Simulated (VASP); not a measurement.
# ZnS (P2_1) in VASP: a series of runs, part 3 of 3

VASP 6.6.1. The steps go on from the part before.

## 5. Single point, PBE (atoms displaced along a vibrational mode, the cell strained)

The input, INCAR:

```
PREC = Accurate
ENCUT = 520
EDIFF = 1E-6
ISMEAR = 0
SIGMA = 0.05
LREAL = F
LASPH = T
NELM = 80
ALGO = Normal
ISIF = 2
LWAVE = F
LCHARG = F
GGA = PE
NBANDS = 26
```

The input, KPOINTS:

```
Automatic mesh
0
Gamma
  9 9 4
```

The input, POSCAR:

```
ZnS
1.0
    3.9993810848      0.0000000000      0.0000000000
   -1.9996905424      3.4635656189      0.0000000000
    0.0000000000      0.0000000000      6.3037246812
Zn S
2 2
Direct
    0.2993460745      0.6666666667      0.0052003729
    0.7006539255      0.3333333333      0.5052003729
    0.3607984271      0.6666666667      0.3797996271
    0.6392015729      0.3333333333      0.8797996271
```

Potentials or basis: VASP PAW PBE potentials, release 64 (Zn, S).

Launch:

```console
$ cat potpaw_PBE.64/Zn/POTCAR potpaw_PBE.64/S/POTCAR > POTCAR
$ mpirun -np 1 vasp_std > vasp.out
```

OUTCAR:

```text
PREC = Accurate
   ENCUT = 520
   EDIFF = 1E-6
   ISMEAR = 0
   LREAL = F
   LASPH = T
   NELM = 80
   ISIF = 2
   GGA = PE

 ion  position               nearest neighbor table
   1  0.299  0.667  0.005-   3 2.37   4 2.42   4 2.44   4 2.46
   2  0.701  0.333  0.505-   4 2.37   3 2.42   3 2.44   3 2.46
   3  0.361  0.667  0.380-   1 2.37   2 2.42   2 2.44   2 2.46
   4  0.639  0.333  0.880-   2 2.37   1 2.42   1 2.44   1 2.46

  LATTYP: Found a hexagonal cell.
 ALAT       =     3.9993810848
 C/A-ratio  =     1.5761750500

  Lattice vectors:

 A1 = (   3.9993810848,   0.0000000000,   0.0000000000)
 A2 = (  -1.9996905424,   3.4635656189,   0.0000000000)
 A3 = (   0.0000000000,   0.0000000000,   6.3037246812)

Analysis of symmetry for initial positions (statically):
=====================================================================
 Subroutine PRICEL returns:
 Original cell was already a primitive cell.

 Routine SETGRP: Setting up the symmetry group for a
 hexagonal supercell.

 Subroutine GETGRP returns: Found  2 space group operations
 (whereof  1 operations were pure point group operations)
 out of a pool of 24 trial point group operations.

The static configuration has the point symmetry C_1 .
 The point group associated with its full space group is C_2 .

Analysis of symmetry for dynamics (positions and initial velocities):
=====================================================================
 Subroutine PRICEL returns:
 Original cell was already a primitive cell.

 Routine SETGRP: Setting up the symmetry group for a
 hexagonal supercell.

 Subroutine GETGRP returns: Found  2 space group operations
 (whereof  1 operations were pure point group operations)
 out of a pool of 24 trial point group operations.

The dynamic configuration has the point symmetry C_1 .
 The point group associated with its full space group is C_2 .

 Subroutine INISYM returns: Found  2 space group operations
 (whereof  1 operations are pure point group operations),
[... 119 lines left out ...]
     AMIX     =   0.40;   BMIX     =  1.00
     AMIX_MAG =   1.60;   BMIX_MAG =  1.00
  volume/ion in A,a.u.               =      21.83       147.32
  Fermi-wavevector in a.u.,A,eV,Ry     =   1.218441  2.302520 20.199190  1.484599
  Thomas-Fermi vector in A             =   2.353727
   LORBIT       =      0    0 simple, 1 ext, 2 COOP (PROOUT), +10 PAW based schemes
   GGA     = PE    functional components
   LHFCALC =     F    Hartree Fock is set to
   AEXX    =    0.0000 exact exchange contribution
   IVDW    =     0    specifies the selected vdW correction
   LEPSILON=     F    determine dielectric tensor
   LRPA    =     F    only Hartree local field effects (RPA)
 non-spin polarized calculation
 Gauss-broadening in eV      SIGMA  =   0.05
  energy-cutoff  :      520.00
  volume of cell :       87.32
 maximum number of plane-waves:      2388
 NGX is ok and might be reduce to    30
   NGX = 15   NGY = 15   NGZ = 23

 number of electron      36.0000003 magnetization

 Free energy of the ion-electron system (eV)
  ---------------------------------------------------
  ext. energy  EPLUGINS =         0.00000000
  ---------------------------------------------------
  free energy    TOTEN  =       -13.54336969 eV

  energy without entropy =      -13.54336969  energy(sigma->0) =      -13.54336969

 E-fermi :   1.4973     XC(G=0):  -9.1586

 val. band max:        1.2479538081   @ k =   0.0000   0.0000   0.0000
 cond. band min:       2.9692462791   @ k =   0.0000   0.0000   0.0000
 fundamental gap:      1.7212924710
 Fermi energy:         1.4973327235

 k-point     1 :       0.0000    0.0000    0.0000
  band No.  band energies     occupation
      1     -11.2695      2.00000
      2     -10.4329      2.00000
      3      -4.7840      2.00000
      4      -4.7704      2.00000
      5      -4.7181      2.00000
      6      -4.6766      2.00000
[... 685 lines left out ...]
     25      10.1399      0.00000
     26      10.4454      0.00000

 [... further k-points ...]

------------------------ aborting loop because EDIFF is reached ----------------------------------------

  FORCE on cell =-STRESS in cart. coord.  units (eV):
  Direction    XX          YY          ZZ          XY          YZ          ZX
  --------------------------------------------------------------------------------------
  -------------------------------------------------------------------------------------
  Total       -3.1018761     -3.0407518     -1.0752214     -0.2927640      0.0000000      0.0000000
  in kB      -56.9143247    -55.7927931    -19.7285448     -5.3717376      0.0000000      0.0000000
  external PRESSURE =     -44.1452209 kB  Pullay stress =       0.0000000 kB

 VOLUME and BASIS-vectors are now :
 -----------------------------------------------------------------------------
  energy-cutoff  :      520.00
  volume of cell :       87.32
      direct lattice vectors                 reciprocal lattice vectors
     3.999381085  0.000000000  0.000000000     0.250038688  0.144359904  0.000000000
    -1.999690542  3.463565619  0.000000000     0.000000000  0.288719808  0.000000000
     0.000000000  0.000000000  6.303724681     0.000000000  0.000000000  0.158636370

 POSITION                                       TOTAL-FORCE (eV/Angst)
 -----------------------------------------------------------------------------------
     -0.13593      2.30904      0.03278         0.115095      0.010924     -0.122286
      2.13562      1.15452      3.18464        -0.115095     -0.010924     -0.122286
      0.10984      2.30904      2.39415        -0.123729      0.005803      0.122286
      1.88985      1.15452      5.54601         0.123729     -0.005803      0.122286
 -----------------------------------------------------------------------------------
    total drift:                               -0.000000     -0.000000     -0.000151

  FREE ENERGIE OF THE ION-ELECTRON SYSTEM (eV)
  ---------------------------------------------------
  free  energy   TOTEN  =       -13.5433696914 eV

  energy  without entropy=      -13.5433696914  energy(sigma->0) =      -13.54336969
```

stdout:

```text
POSCAR found type information on POSCAR ZnS
 POSCAR found :  2 types and       4 ions
 scaLAPACK will be used
 LDA part: xc-table for (Slater+PW92), standard interpolation
 POSCAR, INCAR and KPOINTS ok, starting setup
 FFT: planning ... GRIDC
 FFT: planning ... GRID_SOFT
 FFT: planning ... GRID
 WAVECAR not read
 entering main loop
```

Run time: 3.5 min. Hardware: 1 thread of Intel Xeon Platinum 8488C (Sapphire Rapids), shared host; peak memory 0.36 GiB.

What came out:

| Item | Value |
| --- | --- |
| Free energy | -13.5434 eV |
| Pressure | -4.4 GPa |
| Largest force | 0.174 eV/Å |
| Band gap on the k mesh | 1.72 eV |

Forces on the atoms (eV/Å):
```
Zn   0.115  0.011 -0.122
Zn  -0.115 -0.011 -0.122
S   -0.124  0.006  0.122
S    0.124 -0.006  0.122
```

Stress tensor (GPa, compression positive):
```
-5.69 -0.54  0.00
-0.54 -5.58  0.00
 0.00  0.00 -1.97
```

Caveat: the cell differs from its parent crystal (atoms displaced along a vibrational mode, the cell strained); the cell stands under tension.

## 6. Summary

```tsv
cell	gap on the mesh (eV)	pressure (GPa)	largest force (eV/Å)
a = 3.948, b = 3.948, c = 6.304 Å, angles 90.0, 90.0, 120.0°, 4 atoms, atomic positions A	1.82	-3.2	0.15
a = 3.999, b = 3.999, c = 6.304 Å, angles 90.0, 90.0, 120.0°, 4 atoms, atomic positions B	1.75	-4.3	0.16
a = 3.999, b = 3.999, c = 6.304 Å, angles 90.0, 90.0, 120.0°, 4 atoms, atomic positions C	1.67	-4.6	0.21
a = 3.999, b = 3.999, c = 6.304 Å, angles 90.0, 90.0, 120.0°, 4 atoms, atomic positions A	1.72	-4.4	0.17
```

Alike in all rows: task single point; level PBE; potentials or basis VASP PAW PBE potentials, release 64 (Zn, S); no spin polarisation; k mesh 9 × 9 × 4; cutoff (eV) 520; smearing gaussian 0.05 eV.

Caveats: the cell stands under tension.

Absolute energies hang on the potentials; compare differences alone.
